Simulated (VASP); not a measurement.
## MgBe2SO2: relaxation of cell and atoms with PBE

The system is MgBe2SO2.

```xyz
6
Lattice="3.8044 0.0000 0.0000 0.0000 3.8044 0.0000 0.0000 0.0000 5.3697" Properties=species:S:1:pos:R:3 pbc="T T T"
Mg    0.0000    0.0000    0.0000
Be    1.9022    1.9022    0.0000
Be    0.0000    0.0000    2.6848
S     1.9022    1.9022    2.6848
O     1.9022    0.0000    4.0710
O     0.0000    1.9022    1.2987
```

The cell was built from a structure type or drawn by symmetry, and may not be a known phase.

| Property | Result |
| --- | --- |
| Program | VASP 6.6.1 |
| Task | relaxation of cell and atoms |
| Functional | PBE |
| Potentials or basis | VASP PAW PBE potentials, release 64 (Mg, Be, S, O) |
| Cutoff | 600 eV |
| k mesh | 4 × 4 × 4 |
| Occupations | gaussian, width 0.1 eV |
| Spin | no spin polarisation |
| Dipole correction | no |
| Further INCAR settings | ALGO = Normal; EDIFF = 1e-06; IBRION = 2; EDIFFG = -0.04; NSW = 90; ISIF = 3 |

```
Relaxed volume                        : 13.66 Å³/atom
Relaxed cell                          : a = 3.369 Å, b = 3.369 Å, c = 7.222 Å, α = 90.00°, β = 90.00°, γ = 90.00°
Space group after relaxing (to 0.1 Å) : P-4m2 (No. 115)
Energy gained by relaxing             : 1343.9 meV/atom
Ionic steps                           : 18
Pressure after relaxing               : 0.2 GPa
Largest force after relaxing          : 0.038 eV/Å
Band gap on the k mesh                : 0.18 eV (least direct gap 0.43 eV)
```

Forces in eV/Å, atoms in the order of the input:
```
Mg   0.000  0.000  0.000
Be   0.000  0.000  0.000
Be   0.000  0.000  0.000
S    0.000  0.000  0.000
O    0.000  0.000  0.038
O    0.000  0.000 -0.038
```

Stress tensor (GPa, compression positive):
```
0.11 0.00 0.00
0.00 0.11 0.00
0.00 0.00 0.39
```

Step by step:
```
step  energy change (eV)  largest force (eV/Å)  pressure (GPa)  volume (Å³)
   1              0.0000                5.4404           -6.44        77.72
   2             -3.1673                5.0529           -5.67        71.99
   3             -4.5268                2.0218           53.48        56.35
   4             -6.2656                1.3321           10.32        63.42
   5             -6.3263                0.5665           15.60        62.16
   6             -7.2787                0.5961            4.88        72.25
   7             -7.3706                0.7514            2.85        76.11
   8             -7.3461                0.7170           -0.12        84.06
   9             -7.3717                0.7791            0.82        81.41
  10             -7.5496                0.8558            0.62        82.28
  11             -7.9898                0.1850           -2.32        84.55
  12             -6.0450                4.1663          -11.86        87.70
  13             -7.9928                0.4554           -4.44        84.86
  14             -8.0448                0.4481           -1.99        83.02
  15             -8.0455                0.4479           -1.69        82.81
  16             -8.0597                0.2252           -0.61        82.25
  17             -8.0632                0.0458            0.31        81.80
  18             -8.0637                0.0379            0.21        81.95
```

Final structure:
```cif
data_structure
_symmetry_space_group_name_H-M 'P 1'
_symmetry_Int_Tables_number 1
_cell_length_a 3.3686
_cell_length_b 3.3686
_cell_length_c 7.2219
_cell_angle_alpha 90.000
_cell_angle_beta 90.000
_cell_angle_gamma 90.000
_cell_volume 81.95
loop_
_atom_site_label
_atom_site_type_symbol
_atom_site_fract_x
_atom_site_fract_y
_atom_site_fract_z
_atom_site_occupancy
Mg1 Mg 0.00000 0.00000 0.00000 1
Be1 Be 0.50000 0.50000 0.00000 1
Be2 Be 0.00000 0.00000 0.50000 1
S1 S 0.50000 0.50000 0.50000 1
O1 O 0.50000 0.00000 0.90624 1
O2 O 0.00000 0.50000 0.09376 1
```

Levels at points of the mesh, in eV from the valence-band top:
```tsv
k point	band 8	band 9	band 10	band 11	band 12	band 13	band 14	band 15	band 16
(0.00, 0.00, 0.00)	-2.70	-2.70	-1.58	-1.37	-1.37	1.80	3.54	5.14	5.80
(0.50, 0.00, 0.00)	-3.33	-2.50	-2.45	-0.89	0.00	2.53	4.33	4.54	5.83
(0.50, 0.50, 0.00)	-3.66	-3.19	-3.19	-3.05	-0.25	0.18	4.21	6.06	6.06
(0.00, 0.00, 0.50)	-2.71	-2.71	-2.08	-1.36	-1.36	2.27	3.88	4.91	5.97
(0.50, 0.00, 0.50)	-3.33	-2.61	-2.61	-0.78	0.00	2.44	4.33	4.59	5.29
(0.50, 0.50, 0.50)	-3.57	-3.09	-3.09	-3.08	-0.33	0.22	4.24	5.44	5.44
```

Wall time 9.6 min on 1 thread of Intel(R) Xeon(R) Platinum 8488C (Sapphire Rapids), with other jobs on the host, peak memory 0.23 GiB.

Caveat: a cell axis changed by over 15 % at a fixed basis, so the end point is rough. A k mesh can miss the band edges.
